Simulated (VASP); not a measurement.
# Al (Fd-3m) in VASP: a series of runs

The runs below take Al through single point, with PBE.

All numbers are computed with VASP 6.6.1; they aren't measurements. Logs are shortened: lines on timing, memory, paths and dates and some standing lists are left out, and cuts for length are marked.

### Step 1. The cell of the first run

Symmetry: Fd-3m, No. 227, cubic system. The conventional cell has a = 6.127 Å, b = 6.127 Å, c = 6.127 Å, α = 90.00°, β = 90.00°, γ = 90.00°. Within 3.5 Å of Al (site symmetry -43m) lie 4 Al at 2.65 Å.

This isn't the form of Al at room conditions, which is fcc.

### Step 2. Single point, PBE (28.75 Å³/atom)

INCAR reads:

```
SYSTEM = Al
ALGO = Normal
EDIFF = 1E-6
ENCUT = 520
GGA = PE
ISIF = 2
ISMEAR = -1
LASPH = .True.
LCHARG = .False.
LREAL = .False.
LWAVE = .False.
NBANDS = 10
NELM = 100
PREC = Accurate
SIGMA = 0.1
```

KPOINTS reads:

```
k-points
0
Gamma
  15 15 15
  0 0 0
```

POSCAR reads:

```
Al
1.0
    0.0000000000      3.0633957032      3.0633957032
    3.0633957032      0.0000000000      3.0633957032
    3.0633957032      3.0633957032      0.0000000000
Al
2
Direct
    0.1250000000      0.1250000000      0.1250000000
    0.8750000000      0.8750000000      0.8750000000
```

Potentials or basis: VASP PAW PBE potentials, release 64 (Al).

The run is started by

```bash
cat potpaw_PBE.64/Al/POTCAR > POTCAR
mpirun -np 1 vasp_std > vasp.out
```

OUTCAR:

```text
SYSTEM = Al
   EDIFF = 1E-6
   ENCUT = 520
   GGA = PE
   ISIF = 2
   ISMEAR = -1
   LASPH = .True.
   LREAL = .False.
   NELM = 100
   PREC = Accurate

 ion  position               nearest neighbor table
   1  0.125  0.125  0.125-   2 2.65   2 2.65   2 2.65   2 2.65
   2  0.875  0.875  0.875-   1 2.65   1 2.65   1 2.65   1 2.65

  LATTYP: Found a face centered cubic cell.
 ALAT       =     6.1267914064

  Lattice vectors:

 A1 = (   0.0000000000,   3.0633957032,   3.0633957032)
 A2 = (   3.0633957032,   0.0000000000,   3.0633957032)
 A3 = (   3.0633957032,   3.0633957032,   0.0000000000)

Analysis of symmetry for initial positions (statically):
=====================================================================
 Subroutine PRICEL returns:
 Original cell was already a primitive cell.

 Routine SETGRP: Setting up the symmetry group for a
 face centered cubic supercell.

 Subroutine GETGRP returns: Found 48 space group operations
 (whereof 12 operations were pure point group operations)
 out of a pool of 48 trial point group operations.

The static configuration has the point symmetry D_3d.
 The point group associated with its full space group is O_h .

Analysis of symmetry for dynamics (positions and initial velocities):
=====================================================================
 Subroutine PRICEL returns:
 Original cell was already a primitive cell.

 Routine SETGRP: Setting up the symmetry group for a
 face centered cubic supercell.

 Subroutine GETGRP returns: Found 48 space group operations
 (whereof 12 operations were pure point group operations)
 out of a pool of 48 trial point group operations.

The dynamic configuration has the point symmetry D_3d.
 The point group associated with its full space group is O_h .

 Subroutine INISYM returns: Found 48 space group operations
 (whereof 12 operations are pure point group operations),
 and found     1 'primitive' translations

----------------------------------------------------------------------------------------

                                     Primitive cell

  volume of cell :      57.4962

  direct lattice vectors                    reciprocal lattice vectors
     0.000000000  3.063395703  3.063395703    -0.163217569  0.163217569  0.163217569
     3.063395703  0.000000000  3.063395703     0.163217569 -0.163217569  0.163217569
     3.063395703  3.063395703  0.000000000     0.163217569  0.163217569 -0.163217569

  length of vectors
     4.332295750  4.332295750  4.332295750     0.282701122  0.282701122  0.282701122

  position of ions in fractional coordinates (direct lattice)
     0.125000000  0.125000000  0.125000000
     0.875000000  0.875000000  0.875000000

  ion indices of the primitive-cell ions
   primitive index   ion index
                 1           1
                 2           2

----------------------------------------------------------------------------------------

 KPOINTS: k-points

Automatic generation of k-mesh.
 Grid dimensions read from file:
 generate k-points for:   15   15   15

 Generating k-lattice:

  Cartesian coordinates                     Fractional coordinates (reciprocal lattice)
    -0.010881171  0.010881171  0.010881171     0.066666667  0.000000000  0.000000000
     0.010881171 -0.010881171  0.010881171     0.000000000  0.066666667  0.000000000
     0.010881171  0.010881171 -0.010881171     0.000000000  0.000000000  0.066666667

  Length of vectors
     0.018846741  0.018846741  0.018846741

  Shift w.r.t. Gamma in fractional coordinates (k-lattice)
     0.000000000  0.000000000  0.000000000

 Subroutine IBZKPT returns following result:
 ===========================================

 Found    120 irreducible k-points:

 Following reciprocal coordinates:
            Coordinates               Weight
  0.000000  0.000000  0.000000      1.000000
  0.066667  0.000000  0.000000      8.000000
  0.133333  0.000000  0.000000      8.000000
  0.200000  0.000000  0.000000      8.000000
  0.266667  0.000000  0.000000      8.000000
  0.333333  0.000000  0.000000      8.000000
[... 16 lines left out ...]
  0.133333  0.133333  0.000000      6.000000
  0.200000  0.133333  0.000000     24.000000
 [... further k-points ...]
   k-points           NKPTS =    120   k-points in BZ     NKDIM =    120   number of bands    NBANDS=     10
   number of dos      NEDOS =    301   number of ions     NIONS =      2
   total plane-waves  NPLWV =  32768
   dimension x,y,z NGX =    32 NGY =   32 NGZ =   32
   dimension x,y,z NGXF=    64 NGYF=   64 NGZF=   64
   ions per type =               2
   NGX,Y,Z   is equivalent  to a cutoff of  12.28, 12.28, 12.28 a.u.
   NGXF,Y,Z  is equivalent  to a cutoff of  24.56, 24.56, 24.56 a.u.
 SYSTEM =  Al
   PREC   = accura    normal or accurate (medium, high low for compatibility)
   ISTART =      0    job   : 0-new  1-cont  2-samecut
   ICHARG =      2    charge: 1-file 2-atom 10-const
   ISPIN  =      1    spin polarized calculation?
   LNONCOLLINEAR =      F non collinear calculations
   LSORBIT =      F    spin-orbit coupling
   LASPH  =      T    aspherical Exc in radial PAW
   ENCUT  =  520.0 eV  38.22 Ry    6.18 a.u.   8.06  8.06  8.06*2*pi/ulx,y,z
   NELM   =    100;   NELMIN=  2; NELMDL= -5     # of ELM steps
   EDIFF  = 0.1E-05   stopping-criterion for ELM
   LREAL  =      F    real-space projection
   EDIFFG = 0.1E-04   stopping-criterion for IOM
   NSW    =      0    number of steps for IOM
   IBRION =     -1    ionic relax: 0-MD 1-quasi-New 2-CG
   NFREE  =      0    steps in history (QN), initial steepest desc. (CG)
   ISIF   =      2    stress and relaxation
   ISYM   =      2    0-nonsym 1-usesym 2-fastsym
   POTIM  = 0.5000    time-step for ionic-motion
   TEBEG  =    0.0;   TEEND  =   0.0 temperature during run
   PSTRESS=    0.0 pullay stress
   NELECT =       6.0000    total number of electrons
   NUPDOWN=      -1.0000    fix difference up-down
   EMIN   =  10.00;   EMAX   =-10.00  energy-range for DOS
   EFERMI =   0.00;   METHOD = LEGACY
   ISMEAR =    -1;   SIGMA  =   0.10  broadening in eV -4-tet -1-fermi 0-gaus
   EFERMI_NEDOS =   21; number of points for ismear=-14 and -15
   IALGO  =     38    algorithm
   IMIX   =      4    mixing-type and parameters
     AMIX     =   0.40;   BMIX     =  1.00
     AMIX_MAG =   1.60;   BMIX_MAG =  1.00
  volume/ion in A,a.u.               =      28.75       194.00
  Fermi-wavevector in a.u.,A,eV,Ry     =   0.770748  1.456502  8.082565  0.594052
  Thomas-Fermi vector in A             =   1.872018
   LORBIT       =      0    0 simple, 1 ext, 2 COOP (PROOUT), +10 PAW based schemes
   GGA     = PE    functional components
   LHFCALC =     F    Hartree Fock is set to
   AEXX    =    0.0000 exact exchange contribution
   IVDW    =     0    specifies the selected vdW correction
   LEPSILON=     F    determine dielectric tensor
   LRPA    =     F    only Hartree local field effects (RPA)
 non-spin polarized calculation
  energy-cutoff  :      520.00
  volume of cell :       57.50
 maximum number of plane-waves:      1566
   NGX = 17   NGY = 17   NGZ = 17

 number of electron       6.0000000 magnetization

 Free energy of the ion-electron system (eV)
  ---------------------------------------------------
  ext. energy  EPLUGINS =         0.00000000
  ---------------------------------------------------
  free energy    TOTEN  =        -6.01642920 eV

  energy without entropy =       -5.96243583  energy(sigma->0) =       -5.98943252

 E-fermi :   2.5389     XC(G=0):  -8.0016

 val. band max:        2.5310542224   @ k =   0.4667   0.3333   0.1333
 cond. band min:       2.5405358158   @ k =   0.3333   0.2667   0.0000
 fundamental gap:      0.0094815934
 Fermi energy:         2.5388740611

 k-point     1 :       0.0000    0.0000    0.0000
  band No.  band energies     occupation
      1      -5.1518      2.00000
      2       4.5665      0.00000
      3       4.5665      0.00000
      4       4.5665      0.00000
      5       6.4096      0.00000
      6       6.4096      0.00000
      7       6.4096      0.00000
      8       7.3043      0.00000
      9      10.1440      0.00000
     10      10.3233      0.00000

 k-point     2 :       0.0667    0.0000    0.0000
  band No.  band energies     occupation
      1      -5.1044      2.00000
      2       4.0615      0.00000
      3       4.4818      0.00000
      4       4.4818      0.00000
      5       6.4750      0.00000
      6       6.5319      0.00000
      7       6.5319      0.00000
      8       7.6412      0.00000
      9      10.1460      0.00000
     10      10.1460      0.00000

 k-point     3 :       0.1333    0.0000    0.0000
  band No.  band energies     occupation
      1      -4.9633      2.00000
      2       3.0948      0.00767
      3       4.2881      0.00000
      4       4.2881      0.00000
      5       6.3565      0.00000
      6       6.8101      0.00000
      7       6.8101      0.00000
      8       8.4675      0.00000
      9       9.8379      0.00000
     10       9.8379      0.00000

 k-point     4 :       0.2000    0.0000    0.0000
  band No.  band energies     occupation
      1      -4.7311      2.00000
      2       2.0606      1.98339
      3       4.0728      0.00000
      4       4.0728      0.00000
      5       6.1420      0.00000
      6       7.0652      0.00000
      7       7.0652      0.00000
      8       9.3897      0.00000
      9       9.7086      0.00000
     10       9.7086      0.00000
[... 222 lines left out ...]
 k-point    22 :      -0.0667    0.0667    0.0000
  band No.  band energies     occupation
      1      -5.0258      2.00000
      2       3.6081      0.00005
      3       4.0307      0.00000
      4       4.5127      0.00000
      5       6.5380      0.00000
      6       6.6359      0.00000
      7       6.7151      0.00000
      8       8.1095      0.00000
      9       9.7189      0.00000
     10      10.1743      0.00000

 k-point    23 :       0.1333    0.1333    0.0000
  band No.  band energies     occupation
      1      -4.8997      2.00000
      2       3.3897      0.00040
      3       3.7904      0.00001
      4       3.7904      0.00001
      5       5.8285      0.00000
      6       7.4960      0.00000
      7       7.4960      0.00000
      8       7.9983      0.00000
      9       9.3553      0.00000
     10      10.5973      0.00000

 k-point    24 :       0.2000    0.1333    0.0000
  band No.  band energies     occupation
      1      -4.7280      2.00000
      2       2.6385      0.53922
      3       3.5454      0.00009
      4       3.6216      0.00004
      5       5.7974      0.00000
      6       7.5530      0.00000
      7       7.8819      0.00000
      8       7.9395      0.00000
      9       9.8313      0.00000
     10      10.6499      0.00000

 [... further k-points ...]
[... 5 lines left out ...]
  --------------------------------------------------------------------------------------
  -------------------------------------------------------------------------------------
  Total       -0.4775870     -0.4775870     -0.4775870     -0.0000000     -0.0000000      0.0000000
  in kB      -13.3083376    -13.3083376    -13.3083376     -0.0000000     -0.0000000      0.0000000
  external PRESSURE =     -13.3083376 kB  Pullay stress =       0.0000000 kB

 VOLUME and BASIS-vectors are now :
 -----------------------------------------------------------------------------
  energy-cutoff  :      520.00
  volume of cell :       57.50
      direct lattice vectors                 reciprocal lattice vectors
     0.000000000  3.063395703  3.063395703    -0.163217569  0.163217569  0.163217569
     3.063395703  0.000000000  3.063395703     0.163217569 -0.163217569  0.163217569
     3.063395703  3.063395703  0.000000000     0.163217569  0.163217569 -0.163217569

 POSITION                                       TOTAL-FORCE (eV/Angst)
 -----------------------------------------------------------------------------------
      0.76585      0.76585      0.76585         0.000000      0.000000      0.000000
      5.36094      5.36094      5.36094        -0.000000     -0.000000     -0.000000
 -----------------------------------------------------------------------------------
    total drift:                                0.000000      0.000000     -0.000000

  FREE ENERGIE OF THE ION-ELECTRON SYSTEM (eV)
  ---------------------------------------------------
  free  energy   TOTEN  =        -6.0164291968 eV

  energy  without entropy=       -5.9624358334  energy(sigma->0) =       -5.98943252
```

Run time: 22 s. Hardware: 1 thread of Intel Xeon Platinum 8488C (Sapphire Rapids), shared host; peak memory 0.2 GiB.

What came out:

| Property | Result |
| --- | --- |
| Free energy | -6.0164 eV |
| Pressure | -1.3 GPa |
| Band gap on the k mesh | zero (bands 3 and 4 overlap by 3.10 eV) |

### Step 3. Single point, PBE (29.85 Å³/atom)

This run uses another cell than the first one, of 29.85 Å³/atom.

INCAR reads:

```
SYSTEM = Al
  ALGO = Normal
  EDIFF = 1E-7
  ENCUT = 520
  GGA = PE
  ISIF = 2
  ISMEAR = -1
  LASPH = .TRUE.
  LCHARG = .TRUE.
  LELF = .TRUE.
  LREAL = .FALSE.
  LVHAR = .TRUE.
  LWAVE = .FALSE.
  NBANDS = 10
  NELM = 100
  PREC = Accurate
  SIGMA = 0.1
```

KPOINTS reads:

```
k-points
0
G
  15 15 15
  0 0 0
```

POSCAR reads:

```
Al
1.0
    0.0000000000      3.1021769809      3.1021769809
    3.1021769809      0.0000000000      3.1021769809
    3.1021769809      3.1021769809      0.0000000000
Al
2
Direct
    0.1250000000      0.1250000000      0.1250000000
    0.8750000000      0.8750000000      0.8750000000
```

Potentials or basis: VASP PAW PBE potentials, release 64 (Al).

The run is started by

```bash
cat potpaw_PBE.64/Al/POTCAR > POTCAR
mpirun -np 1 vasp_std > vasp.out
```

It took 39 s on 1 thread of Intel Xeon Platinum 8488C (Sapphire Rapids), shared host; peak memory 0.22 GiB.

It converged, with:

```yaml
Free_energy: -5.9903 eV
Pressure: -2.4 GPa
Band_gap_on_the_k_mesh: zero (bands 3 and 4 overlap by 2.97 eV)
```

Levels at points of the mesh, in eV from the Fermi level:
```tsv
k point	band 1	band 2	band 3	band 4	band 5	band 6
(0.00, 0.00, 0.00)	-7.54	1.96	1.96	1.96	3.80	3.80
```

[end of part 1 of 2]
